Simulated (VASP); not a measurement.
# ZrC (I4/mmm) in VASP: a series of runs, part 2 of 2

VASP 6.6.1. Earlier steps stand in the parts before.

## 3. Single point, PBEsol

This run uses another cell than the first one, of the same volume but with other edges.

INCAR

```
SYSTEM = ZrC
PREC = Accurate
ENCUT = 520
EDIFF = 1E-6
ISMEAR = 0
SIGMA = 0.15
LREAL = .False.
LASPH = .True.
NELM = 60
ALGO = Normal
ISIF = 2
LWAVE = .False.
LCHARG = .False.
GGA = PS
NBANDS = 15
```

KPOINTS

```
Automatic mesh
0
Gamma
  20 20 20
  0 0 0
```

POSCAR

```
ZrC
1.0
    0.0000000000      2.5531429738      1.9914515196
    2.5531429738      0.0000000000      1.9914515196
    2.5531429738      2.5531429738      0.0000000000
Zr C
1 1
Direct
    0.5000000000      0.5000000000      0.5000000000
    0.0000000000      0.0000000000      0.0000000000
```

Potentials or basis: VASP PAW PBE potentials, release 64 (Zr_sv, C).

Launch:

```bash
cat potpaw_PBE.64/Zr_sv/POTCAR potpaw_PBE.64/C/POTCAR > POTCAR
mpirun -np 1 vasp_std > vasp.out
```

OUTCAR:

```text
SYSTEM = ZrC
   PREC = Accurate
   ENCUT = 520
   EDIFF = 1E-6
   ISMEAR = 0
   LREAL = .False.
   LASPH = .True.
   NELM = 60
   ISIF = 2
   GGA = PS

 ion  position               nearest neighbor table
   1  0.500  0.500  0.500-   2 1.99   2 1.99   2 2.55   2 2.55   2 2.55   2 2.55
   2  0.000  0.000  0.000-   1 1.99   1 1.99   1 2.55   1 2.55   1 2.55   1 2.55

  LATTYP: Found a body centered tetragonal cell.
 ALAT       =     3.6106894202
 C/A-ratio  =     1.1030865787

  Lattice vectors:

 A1 = (   0.0000000000,  -2.5531429738,  -1.9914515196)
 A2 = (   0.0000000000,   2.5531429738,  -1.9914515196)
 A3 = (   2.5531429738,   0.0000000000,   1.9914515196)

Analysis of symmetry for initial positions (statically):
=====================================================================
 Subroutine PRICEL returns:
 Original cell was already a primitive cell.

 Routine SETGRP: Setting up the symmetry group for a
 body centered tetragonal supercell.

 Subroutine GETGRP returns: Found 16 space group operations
 (whereof 16 operations were pure point group operations)
 out of a pool of 16 trial point group operations.

The static configuration has the point symmetry D_4h.

Analysis of symmetry for dynamics (positions and initial velocities):
=====================================================================
 Subroutine PRICEL returns:
 Original cell was already a primitive cell.

 Routine SETGRP: Setting up the symmetry group for a
 body centered tetragonal supercell.

 Subroutine GETGRP returns: Found 16 space group operations
 (whereof 16 operations were pure point group operations)
 out of a pool of 16 trial point group operations.

The dynamic configuration has the point symmetry D_4h.

 Subroutine INISYM returns: Found 16 space group operations
 (whereof 16 operations are pure point group operations),
 and found     1 'primitive' translations

----------------------------------------------------------------------------------------

                                     Primitive cell

  volume of cell :      25.9627

  direct lattice vectors                    reciprocal lattice vectors
     0.000000000  2.553142974  1.991451520    -0.195837055  0.195837055  0.251073147
     2.553142974  0.000000000  1.991451520     0.195837055 -0.195837055  0.251073147
     2.553142974  2.553142974  0.000000000     0.195837055  0.195837055 -0.251073147

  length of vectors
     3.237965133  3.237965133  3.610689420     0.373820852  0.373820852  0.373820852

  position of ions in fractional coordinates (direct lattice)
     0.500000000  0.500000000  0.500000000
     0.000000000  0.000000000  0.000000000

  ion indices of the primitive-cell ions
   primitive index   ion index
                 1           1
                 2           2

----------------------------------------------------------------------------------------

 KPOINTS: Automatic mesh

Automatic generation of k-mesh.
 Grid dimensions read from file:
 generate k-points for:   20   20   20

 Generating k-lattice:

  Cartesian coordinates                     Fractional coordinates (reciprocal lattice)
    -0.009791853  0.009791853  0.012553657     0.050000000  0.000000000  0.000000000
[... 42 lines left out ...]
   number of dos      NEDOS =    301   number of ions     NIONS =      2
   total plane-waves  NPLWV =  16128
   dimension x,y,z NGX =    24 NGY =   24 NGZ =   28
   dimension x,y,z NGXF=    48 NGYF=   48 NGZF=   56
   ions per type =               1   1
   NGX,Y,Z   is equivalent  to a cutoff of  12.32, 12.32, 12.89 a.u.
   NGXF,Y,Z  is equivalent  to a cutoff of  24.64, 24.64, 25.78 a.u.
 SYSTEM =  ZrC
   PREC   = accura    normal or accurate (medium, high low for compatibility)
   ISTART =      0    job   : 0-new  1-cont  2-samecut
   ICHARG =      2    charge: 1-file 2-atom 10-const
   ISPIN  =      1    spin polarized calculation?
   LNONCOLLINEAR =      F non collinear calculations
   LSORBIT =      F    spin-orbit coupling
   LASPH  =      T    aspherical Exc in radial PAW
   ENCUT  =  520.0 eV  38.22 Ry    6.18 a.u.   6.02  6.02  6.71*2*pi/ulx,y,z
   NELM   =     60;   NELMIN=  2; NELMDL= -5     # of ELM steps
   EDIFF  = 0.1E-05   stopping-criterion for ELM
   LREAL  =      F    real-space projection
   EDIFFG = 0.1E-04   stopping-criterion for IOM
   NSW    =      0    number of steps for IOM
   IBRION =     -1    ionic relax: 0-MD 1-quasi-New 2-CG
   NFREE  =      0    steps in history (QN), initial steepest desc. (CG)
   ISIF   =      2    stress and relaxation
   ISYM   =      2    0-nonsym 1-usesym 2-fastsym
   POTIM  = 0.5000    time-step for ionic-motion
   TEBEG  =    0.0;   TEEND  =   0.0 temperature during run
   PSTRESS=    0.0 pullay stress
   NELECT =      16.0000    total number of electrons
   NUPDOWN=      -1.0000    fix difference up-down
   EMIN   =  10.00;   EMAX   =-10.00  energy-range for DOS
   EFERMI =   0.00;   METHOD = LEGACY
   ISMEAR =     0;   SIGMA  =   0.15  broadening in eV -4-tet -1-fermi 0-gaus
   EFERMI_NEDOS =   21; number of points for ismear=-14 and -15
   IALGO  =     38    algorithm
   IMIX   =      4    mixing-type and parameters
     AMIX     =   0.40;   BMIX     =  1.00
     AMIX_MAG =   1.60;   BMIX_MAG =  1.00
  volume/ion in A,a.u.               =      12.98        87.60
  Fermi-wavevector in a.u.,A,eV,Ry     =   1.393151  2.632673 26.407131  1.940869
  Thomas-Fermi vector in A             =   2.516825
   LORBIT       =      0    0 simple, 1 ext, 2 COOP (PROOUT), +10 PAW based schemes
   GGA     = PS    functional components
   LHFCALC =     F    Hartree Fock is set to
   AEXX    =    0.0000 exact exchange contribution
   IVDW    =     0    specifies the selected vdW correction
   LEPSILON=     F    determine dielectric tensor
   LRPA    =     F    only Hartree local field effects (RPA)
 non-spin polarized calculation
 Gauss-broadening in eV      SIGMA  =   0.15
  energy-cutoff  :      520.00
  volume of cell :       25.96
 maximum number of plane-waves:       728
   NGX = 11   NGY = 11   NGZ = 13

 number of electron      16.0000000 magnetization

 Free energy of the ion-electron system (eV)
  ---------------------------------------------------
  ext. energy  EPLUGINS =         0.00000000
  ---------------------------------------------------
  free energy    TOTEN  =       -18.99618768 eV

  energy without entropy =      -18.99029612  energy(sigma->0) =      -18.99324190

 E-fermi :   9.7042     XC(G=0): -12.1757

 val. band max:        9.6973743748   @ k =   0.4500   0.0000   0.3500
 cond. band min:       9.7043092789   @ k =   0.5000   0.3000   0.0500
 fundamental gap:      0.0069349041
 Fermi energy:         9.7041620315

 k-point     1 :       0.0000    0.0000    0.0000
  band No.  band energies     occupation
      1     -38.3119      2.00000
      2     -16.3418      2.00000
      3     -16.0698      2.00000
      4     -16.0698      2.00000
      5      -1.8597      2.00000
      6       9.8717      0.11414
      7       9.8717      0.11414
      8      10.1233      0.00008
      9      10.1233      0.00008
     10      10.6113      0.00000
     11      10.9126      0.00000
     12      11.9606      0.00000
     13      12.3700      0.00000
     14      20.5376      0.00000
[... 401 lines left out ...]
      2     -16.9560      2.00000
      3     -16.2520      2.00000
      4     -16.1814      2.00000
      5       0.5085      2.00000
      6       5.0665      2.00000
      7       6.3222      2.00000
      8       7.4945      2.00000
      9      13.0849      0.00000
     10      13.5311      0.00000
     11      13.5389      0.00000
     12      16.7953      0.00000
     13      16.8748      0.00000
     14      19.4647      0.00000
     15      23.7357      0.00000

 [... further k-points ...]

------------------------ aborting loop because EDIFF is reached ----------------------------------------

  FORCE on cell =-STRESS in cart. coord.  units (eV):
  Direction    XX          YY          ZZ          XY          YZ          ZX
  --------------------------------------------------------------------------------------
  -------------------------------------------------------------------------------------
  Total       -3.6071252     -3.6071252     17.4694404      0.0000000     -0.0000000     -0.0000000
  in kB     -222.5982749   -222.5982749   1078.0516534      0.0000000     -0.0000000     -0.0000000
  external PRESSURE =     210.9517012 kB  Pullay stress =       0.0000000 kB

 VOLUME and BASIS-vectors are now :
 -----------------------------------------------------------------------------
  energy-cutoff  :      520.00
  volume of cell :       25.96
      direct lattice vectors                 reciprocal lattice vectors
     0.000000000  2.553142974  1.991451520    -0.195837055  0.195837055  0.251073147
     2.553142974  0.000000000  1.991451520     0.195837055 -0.195837055  0.251073147
     2.553142974  2.553142974  0.000000000     0.195837055  0.195837055 -0.251073147

 POSITION                                       TOTAL-FORCE (eV/Angst)
 -----------------------------------------------------------------------------------
      2.55314      2.55314      1.99145        -0.000000      0.000000      0.000000
      0.00000      0.00000      0.00000         0.000000     -0.000000      0.000000
 -----------------------------------------------------------------------------------
    total drift:                                0.000000     -0.000000      0.000000

  FREE ENERGIE OF THE ION-ELECTRON SYSTEM (eV)
  ---------------------------------------------------
  free  energy   TOTEN  =       -18.9961876760 eV

  energy  without entropy=      -18.9902961152  energy(sigma->0) =      -18.99324190
```

OSZICAR:

```text
N       E                     dE             d eps       ncg     rms          rms(c)
DAV:   1     0.102052804832E+03    0.10205E+03   -0.86047E+03 19270   0.108E+03
DAV:   2    -0.161909200134E+02   -0.11824E+03   -0.11017E+03 24704   0.288E+02
DAV:   3    -0.222943509280E+02   -0.61034E+01   -0.60459E+01 31553   0.561E+01
DAV:   4    -0.224495799420E+02   -0.15523E+00   -0.15515E+00 23039   0.643E+00
DAV:   5    -0.224514796737E+02   -0.18997E-02   -0.18997E-02 25991   0.626E-01    0.273E+01
DAV:   6    -0.191112532545E+02    0.33402E+01   -0.76054E+00 22137   0.230E+01    0.978E+00
DAV:   7    -0.190142447222E+02    0.97009E-01   -0.55821E-01 21118   0.583E+00    0.768E+00
DAV:   8    -0.190075158637E+02    0.67289E-02   -0.16939E-01 23115   0.325E+00    0.259E+00
DAV:   9    -0.189959834572E+02    0.11532E-01   -0.25361E-02 20875   0.109E+00    0.221E-01
DAV:  10    -0.189962125817E+02   -0.22912E-03   -0.17450E-03 24472   0.435E-01    0.731E-02
DAV:  11    -0.189961889426E+02    0.23639E-04   -0.87576E-05 21701   0.107E-01    0.200E-02
DAV:  12    -0.189961876303E+02    0.13124E-05   -0.66851E-06 28794   0.211E-02    0.749E-03
DAV:  13    -0.189961876760E+02   -0.45763E-07   -0.40728E-07 12499   0.587E-03
   1 F= -.18996188E+02 E0= -.18993242E+02  d E =-.589156E-02
```

Wall time 2.9 min (1 thread of Intel Xeon Platinum 8375C at 2.90GHz (Ice Lake), shared host); peak memory 0.36 GiB.

Results:

| Quantity | Value |
| --- | --- |
| Free energy | -18.9962 eV |
| Pressure | 21.1 GPa |
| Band gap on the k mesh | zero (bands 8 and 9 overlap by 2.18 eV) |

Caveat: the cell stands under pressure; the PAW data sets were made with another functional, which shifts forces and pressure a little.

## 4. Single point, PBEsol

This run uses another cell than the first one, of the same volume but with other edges.

INCAR

```
SYSTEM = ZrC
PREC     = Accurate       ! precision mode
ENCUT    = 520            ! plane-wave cutoff, eV
EDIFF    = 1E-7           ! SCF threshold, eV
ISMEAR   = 0              ! smearing method
SIGMA    = 0.15           ! smearing width, eV
LREAL    = .False.        ! projectors in reciprocal space
LASPH    = .True.         ! aspherical terms in the spheres
NELM     = 80             ! most SCF steps
ALGO     = Normal         ! electronic algorithm
ISIF     = 2              ! what is computed and relaxed
LWAVE    = .False.        ! write WAVECAR
LCHARG   = .True.         ! write CHGCAR
GGA      = PS             ! functional
LELF     = .True.         ! ELF
LVHAR    = .True.       
NBANDS   = 15             ! bands
```

KPOINTS

```
regular mesh
0
Gamma
  20 20 20
  0 0 0
```

POSCAR

```
ZrC
1.0
    0.0000000000      2.1534041833      2.7994254383
    2.1534041833      0.0000000000      2.7994254383
    2.1534041833      2.1534041833      0.0000000000
Zr C
1 1
Direct
    0.5000000000      0.5000000000      0.5000000000
    0.0000000000      0.0000000000      0.0000000000
```

Launch:

```bash
cat potpaw_PBE.64/Zr_sv/POTCAR potpaw_PBE.64/C/POTCAR > POTCAR
mpirun -np 1 vasp_std > vasp.out
```

Run time: 4.6 min. Hardware: 1 thread of Intel Xeon Platinum 8375C at 2.90GHz (Ice Lake), shared host; peak memory 0.36 GiB.

Results (log left out):

```yaml
Free_energy: -19.3831 eV
Pressure: 23.5 GPa
Band_gap_on_the_k_mesh: zero (bands 8 and 9 overlap by 1.62 eV)
```

Stress tensor (GPa, compression positive):
```
 51.09   0.00   0.00
  0.00  51.09   0.00
  0.00   0.00 -31.67
```

Levels at points of the mesh, in eV from the Fermi level:
```
           k point  band 4  band 5  band 6  band 7  band 8  band 9  band 10  band 11  band 12  band 13
(0.00, 0.00, 0.00)  -25.59  -11.52   -0.64   -0.39    0.02    1.20     1.20     2.12     2.12     4.10
(0.50, 0.00, 0.00)  -25.48   -7.89   -5.55   -3.86   -3.37    4.28     4.94     5.54     6.13     7.02
(0.50, 0.50, 0.00)  -25.69  -10.65   -3.57   -1.83    0.81    0.81     4.60     5.20     5.20     6.48
(0.50, 0.00, 0.50)  -26.02  -10.63   -1.83   -1.01   -0.73    0.28     3.43     3.50     7.26    10.01
```

Caveat: the cell stands under pressure; the PAW data sets were made with another functional, which shifts forces and pressure a little.

## 5. The runs side by side

```tsv
cell	gap on the mesh (eV)	pressure (GPa)
a = 3.455, b = 3.455, c = 3.128 Å, angles 63.1, 63.1, 53.8°, 2 atoms	none	9.5
a = 3.238, b = 3.238, c = 3.611 Å, angles 56.1, 56.1, 67.8°, 2 atoms	none	21.1
a = 3.532, b = 3.532, c = 3.045 Å, angles 64.5, 64.5, 51.1°, 2 atoms	none	23.5
```

Alike in all rows: task single point; level PBEsol; potentials or basis VASP PAW PBE potentials, release 64 (Zr_sv, C); no spin polarisation; k mesh 20 × 20 × 20; cutoff (eV) 520; smearing gaussian 0.15 eV.

Caveats: the cell stands under pressure; the PAW data sets were made with another functional, which shifts forces and pressure a little.

Total energies depend on the potentials used, so only differences within one code and one set of settings carry meaning.
